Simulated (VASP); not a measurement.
Runs of VASP 6.6.1 on V. The structure is that of space group Pm-3m (No. 221), or close to it. The cells are those of the table. 

| cell | k mesh | gap on the mesh (eV) | pressure (GPa) |
| --- | --- | --- | --- |
| a = 2.497 Å, 1 atom | 44 × 44 × 44 | none | (a) |
| a = 2.497 Å, 1 atom | 15 × 15 × 15 | none | (b) |
| a = 2.465 Å, 1 atom | 44 × 44 × 44 | none | -2.4 |
| a = 2.399 Å, 1 atom | 15 × 15 × 15 | none | 10.3 |
| a = 2.416 Å, 1 atom | 44 × 44 × 44 | none | 6.3 |

Alike in all rows: task single point; level PBE; potentials or basis VASP PAW PBE potentials, release 64 (V_sv); no spin polarisation; cutoff (eV) 520; smearing fermi-dirac 0.0612256 eV.

Estimate the missing entries.

(a) -7.0; (b) -6.5.

A gap of «none» marks levels without a gap at the run's occupations.
